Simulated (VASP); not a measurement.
# MgO: vibrations by perturbation theory with PBEsol

The system is MgO.

```
CELL_PARAMETERS angstrom
0.00000 2.10702 2.10702
2.10702 0.00000 2.10702
2.10702 2.10702 0.00000
ATOMIC_POSITIONS crystal
Mg 0.00000 0.00000 0.00000
O 0.50000 0.50000 0.50000
```

```json
{"Program": "VASP 6.6.1", "Task": "vibrations by perturbation theory", "Functional": "PBEsol", "Potentials or basis": "VASP PAW PBE potentials, release 64 (Mg, O)", "Cutoff": "520 eV", "k mesh": "8 × 8 × 8", "Occupations": "gaussian, width 0.01 eV", "Spin": "no spin polarisation", "Dipole correction": "no", "Further INCAR settings": "ALGO = Normal; EDIFF = 1e-08; IBRION = 8; NSW = 1"}
```

```
Electronic dielectric tensor (diagonal)                 : 3.17
Born charges (mean of the diagonal)                     : Mg +1.97; O -1.97 e
Highest phonon frequency at Γ, LO-TO splitting left out : 390 cm⁻¹
```

Phonon frequencies in cm⁻¹ (negative: imaginary):
```tsv
q point	frequencies
(0.000, 0.000, 0.000)	0 0 0 390 390 390
```

Electronic dielectric tensor:
```
3.17 0.00 0.00
0.00 3.17 0.00
0.00 0.00 3.17
```

Born effective charge tensors (e):
atom 1, Mg
```
1.97 0.00 0.00
0.00 1.97 0.00
0.00 0.00 1.97
```
atom 2, O
```
-1.97  0.00  0.00
 0.00 -1.97  0.00
 0.00  0.00 -1.97
```

It took 67 s on 1 thread of Intel(R) Xeon(R) Platinum 8259CL CPU @ 2.50GHz (Skylake/Cascade Lake), on a shared host, peak memory 0.17 GiB.
